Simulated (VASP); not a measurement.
# Cd2S (P3m1) in VASP: single point with PBEsol

Aim: the single point of Cd2S with PBEsol.

Program: VASP 6.6.1. These are calculated values, not measurements. Logs are shortened: lines on timing, memory, paths and dates and some standing lists are left out, and cuts for length are marked.

## 1. The cell of the first run

It takes space group P3m1 (No. 156, trigonal). Conventional cell: a = 4.036 Å, b = 4.036 Å, c = 6.265 Å, α = 90.00°, β = 90.00°, γ = 120.00°. Within 3.5 Å of Cd (site symmetry 3m) lie 3 S at 2.63 Å and 3 Cd at 3.49 Å. Cd (site symmetry 3m) has 1 S at 2.43 Å within 3.2 Å. Within 3.2 Å of S (site symmetry 3m) lie 4 Cd at 2.43 to 2.63 Å.

## 2. Single point, PBEsol (strained)

INCAR reads:

```
PREC = Accurate
ENCUT = 520
EDIFF = 1E-6
ISMEAR = 0
SIGMA = 0.05
LREAL = False
LASPH = True
NELM = 60
ALGO = Normal
ISIF = 2
LWAVE = False
LCHARG = False
GGA = PS
NBANDS = 22
```

KPOINTS reads:

```
regular mesh
0
Gamma
  12 12 6
```

POSCAR reads:

```
Cd2S
1.0
    4.0360586983      0.0000000000      0.0000000000
   -2.0180293492      3.4953293640      0.0000000000
    0.0000000000      0.0000000000      6.2653297558
Cd S
2 1
Direct
    0.6666666700      0.3333333300      0.5527585898
    0.3333333300      0.6666666700      0.9679316989
    0.3333333300      0.6666666700      0.3564667114
```

Potentials or basis: VASP PAW PBE potentials, release 64 (Cd, S).

Launch:

```console
$ cat potpaw_PBE.64/Cd/POTCAR potpaw_PBE.64/S/POTCAR > POTCAR
$ mpirun -np 1 vasp_std > vasp.out
```

OUTCAR:

```text
PREC = Accurate
   ENCUT = 520
   EDIFF = 1E-6
   ISMEAR = 0
   LREAL = False
   LASPH = True
   NELM = 60
   ISIF = 2
   GGA = PS

 ion  position               nearest neighbor table
   1  0.667  0.333  0.553-   3 2.63   3 2.63   3 2.63   2 3.49   2 3.49   2 3.49
   2  0.333  0.667  0.968-   3 2.43   1 3.49   1 3.49   1 3.49
   3  0.333  0.667  0.356-   2 2.43   1 2.63   1 2.63   1 2.63

  LATTYP: Found a hexagonal cell.
 ALAT       =     4.0360586983
 C/A-ratio  =     1.5523386115

  Lattice vectors:

 A1 = (   4.0360586983,   0.0000000000,   0.0000000000)
 A2 = (  -2.0180293492,   3.4953293640,   0.0000000000)
 A3 = (   0.0000000000,   0.0000000000,   6.2653297558)

Analysis of symmetry for initial positions (statically):
=====================================================================
 Subroutine PRICEL returns:
 Original cell was already a primitive cell.

 Routine SETGRP: Setting up the symmetry group for a
 hexagonal supercell.

 Subroutine GETGRP returns: Found  6 space group operations
 (whereof  6 operations were pure point group operations)
 out of a pool of 24 trial point group operations.

The static configuration has the point symmetry C_3v.

Analysis of symmetry for dynamics (positions and initial velocities):
=====================================================================
 Subroutine PRICEL returns:
 Original cell was already a primitive cell.

 Routine SETGRP: Setting up the symmetry group for a
 hexagonal supercell.

 Subroutine GETGRP returns: Found  6 space group operations
 (whereof  6 operations were pure point group operations)
 out of a pool of 24 trial point group operations.

The dynamic configuration has the point symmetry C_3v.

 Subroutine INISYM returns: Found  6 space group operations
 (whereof  6 operations are pure point group operations),
 and found     1 'primitive' translations

----------------------------------------------------------------------------------------

                                     Primitive cell

  volume of cell :      88.3872

  direct lattice vectors                    reciprocal lattice vectors
     4.036058698  0.000000000  0.000000000     0.247766466  0.143048036  0.000000000
    -2.018029349  3.495329364  0.000000000     0.000000000  0.286096072  0.000000000
     0.000000000  0.000000000  6.265329756     0.000000000  0.000000000  0.159608518

  length of vectors
     4.036058698  4.036058698  6.265329756     0.286096072  0.286096072  0.159608518

[... 82 lines left out ...]
   EDIFF  = 0.1E-05   stopping-criterion for ELM
   LREAL  =      F    real-space projection
   EDIFFG = 0.1E-04   stopping-criterion for IOM
   NSW    =      0    number of steps for IOM
   IBRION =     -1    ionic relax: 0-MD 1-quasi-New 2-CG
   NFREE  =      0    steps in history (QN), initial steepest desc. (CG)
   ISIF   =      2    stress and relaxation
   ISYM   =      2    0-nonsym 1-usesym 2-fastsym
   POTIM  = 0.5000    time-step for ionic-motion
   TEBEG  =    0.0;   TEEND  =   0.0 temperature during run
   PSTRESS=    0.0 pullay stress
   NELECT =      30.0000    total number of electrons
   NUPDOWN=      -1.0000    fix difference up-down
   EMIN   =  10.00;   EMAX   =-10.00  energy-range for DOS
   EFERMI =   0.00;   METHOD = LEGACY
   ISMEAR =     0;   SIGMA  =   0.05  broadening in eV -4-tet -1-fermi 0-gaus
   EFERMI_NEDOS =   21; number of points for ismear=-14 and -15
   IALGO  =     38    algorithm
   IMIX   =      4    mixing-type and parameters
     AMIX     =   0.40;   BMIX     =  1.00
     AMIX_MAG =   1.60;   BMIX_MAG =  1.00
  volume/ion in A,a.u.               =      29.46       198.82
  Fermi-wavevector in a.u.,A,eV,Ry     =   1.141963  2.157997 17.743082  1.304080
  Thomas-Fermi vector in A             =   2.278662
   LORBIT       =      0    0 simple, 1 ext, 2 COOP (PROOUT), +10 PAW based schemes
   GGA     = PS    functional components
   LHFCALC =     F    Hartree Fock is set to
   AEXX    =    0.0000 exact exchange contribution
   IVDW    =     0    specifies the selected vdW correction
   LEPSILON=     F    determine dielectric tensor
   LRPA    =     F    only Hartree local field effects (RPA)
 non-spin polarized calculation
 Gauss-broadening in eV      SIGMA  =   0.05
  energy-cutoff  :      520.00
  volume of cell :       88.39
 maximum number of plane-waves:      2406
 NGX is ok and might be reduce to    30
   NGX = 15   NGY = 15   NGZ = 23

 number of electron      30.0000011 magnetization

 Free energy of the ion-electron system (eV)
  ---------------------------------------------------
  ext. energy  EPLUGINS =         0.00000000
  ---------------------------------------------------
  free energy    TOTEN  =        -6.89953509 eV

  energy without entropy =       -6.89943735  energy(sigma->0) =       -6.89948622

 E-fermi :   0.9768     XC(G=0):  -8.9934

 val. band max:        0.9350416492   @ k =   0.3333   0.3333   0.3333
 cond. band min:       0.9791260846   @ k =   0.0000   0.0000   0.5000
 fundamental gap:      0.0440844354
 Fermi energy:         0.9768430342

 k-point     1 :       0.0000    0.0000    0.0000
  band No.  band energies     occupation
      1     -11.9494      2.00000
      2      -7.4765      2.00000
      3      -7.4142      2.00000
      4      -7.4142      2.00000
      5      -7.3379      2.00000
      6      -7.3379      2.00000
[... 589 lines left out ...]
     21       8.6437      0.00000
     22       8.9313      0.00000

 [... further k-points ...]

------------------------ aborting loop because EDIFF is reached ----------------------------------------

  FORCE on cell =-STRESS in cart. coord.  units (eV):
  Direction    XX          YY          ZZ          XY          YZ          ZX
  --------------------------------------------------------------------------------------
  -------------------------------------------------------------------------------------
  Total       -2.2252175     -2.2252175     -2.4588317      0.0000000      0.0000000      0.0000000
  in kB      -40.3360657    -40.3360657    -44.5707430      0.0000000      0.0000000      0.0000000
  external PRESSURE =     -41.7476248 kB  Pullay stress =       0.0000000 kB

 VOLUME and BASIS-vectors are now :
 -----------------------------------------------------------------------------
  energy-cutoff  :      520.00
  volume of cell :       88.39
      direct lattice vectors                 reciprocal lattice vectors
     4.036058698  0.000000000  0.000000000     0.247766466  0.143048036  0.000000000
    -2.018029349  3.495329364  0.000000000     0.000000000  0.286096072  0.000000000
     0.000000000  0.000000000  6.265329756     0.000000000  0.000000000  0.159608518

 POSITION                                       TOTAL-FORCE (eV/Angst)
 -----------------------------------------------------------------------------------
      2.01803      1.16511      3.46321         0.000000      0.000000      0.074892
     -0.00000      2.33022      6.06441         0.000000     -0.000000     -0.953855
     -0.00000      2.33022      2.23338        -0.000000      0.000000      0.878962
 -----------------------------------------------------------------------------------
    total drift:                                0.000013     -0.000007     -0.000180

  FREE ENERGIE OF THE ION-ELECTRON SYSTEM (eV)
  ---------------------------------------------------
  free  energy   TOTEN  =        -6.8995350924 eV

  energy  without entropy=       -6.8994373535  energy(sigma->0) =       -6.89948622
```

OSZICAR:

```text
N       E                     dE             d eps       ncg     rms          rms(c)
DAV:   1     0.200157421553E+03    0.20016E+03   -0.14583E+04  4408   0.124E+03
DAV:   2     0.163880912243E+01   -0.19852E+03   -0.18960E+03  4890   0.318E+02
DAV:   3    -0.753657466250E+01   -0.91754E+01   -0.91219E+01  5288   0.688E+01
DAV:   4    -0.761631453144E+01   -0.79740E-01   -0.79681E-01  4778   0.598E+00
DAV:   5    -0.761734294631E+01   -0.10284E-02   -0.10284E-02  5348   0.664E-01    0.751E+00
DAV:   6    -0.691611207859E+01    0.70123E+00   -0.15211E+00  5762   0.117E+01    0.539E+00
DAV:   7    -0.690722239800E+01    0.88897E-02   -0.41510E-01  5030   0.392E+00    0.260E+00
DAV:   8    -0.690173249386E+01    0.54899E-02   -0.57390E-02  4876   0.217E+00    0.331E-01
DAV:   9    -0.689938636327E+01    0.23461E-02   -0.11041E-02  5382   0.984E-01    0.175E-01
DAV:  10    -0.689952802492E+01   -0.14166E-03   -0.88723E-04  4790   0.235E-01    0.857E-02
DAV:  11    -0.689953569126E+01   -0.76663E-05   -0.11655E-04  5228   0.824E-02    0.194E-02
DAV:  12    -0.689953461661E+01    0.10747E-05   -0.15716E-05  5138   0.238E-02    0.116E-02
DAV:  13    -0.689953509240E+01   -0.47579E-06   -0.31327E-06  4926   0.129E-02
   1 F= -.68995351E+01 E0= -.68994862E+01  d E =-.977389E-04
```

stdout:

```text
POSCAR found type information on POSCAR CdS
 POSCAR found :  2 types and       3 ions
 scaLAPACK will be used
 -----------------------------------------------------------------------------
|                                                                             |
|                                                                             |
|     You enforced a specific xc type in the INCAR file but a different       |
|     I HOPE YOU KNOW WHAT YOU ARE DOING!                                     |
|                                                                             |
 -----------------------------------------------------------------------------

 LDA part: xc-table for (Slater+PW92), standard interpolation
 POSCAR, INCAR and KPOINTS ok, starting setup
 FFT: planning ... GRIDC
 FFT: planning ... GRID_SOFT
 FFT: planning ... GRID
 WAVECAR not read
 entering main loop
```

It took 3.1 min on 1 thread of Intel Xeon 8259CL, shared host; peak memory 0.31 GiB.

What came out:

| Item | Value |
| --- | --- |
| Free energy | -6.8995 eV |
| Pressure | -4.2 GPa |
| Largest force | 0.954 eV/Å |

Forces on the atoms (eV/Å):
```
Cd   0.000  0.000  0.075
Cd   0.000  0.000 -0.954
S    0.000  0.000  0.879
```

Levels at points of the mesh, in eV from the Fermi level:
```
           k point  band 12  band 13  band 14  band 15  band 16  band 17  band 18  band 19
(0.00, 0.00, 0.00)    -4.37    -3.99    -1.16    -1.16     2.32     3.94     6.39     6.39
(0.50, 0.00, 0.00)    -4.61    -3.34    -1.93    -1.26     0.55     2.01     3.98     5.61
(0.00, 0.00, 0.50)    -5.63    -1.12    -1.12    -0.86     0.00     4.04     6.10     6.10
(0.50, 0.00, 0.50)    -4.38    -3.80    -1.82    -0.88     0.79     2.49     4.41     4.60
```

Caveat: the cell differs from its parent crystal (strained); the cell stands under tension; the PAW data sets were made with another functional, which shifts forces and pressure a little.
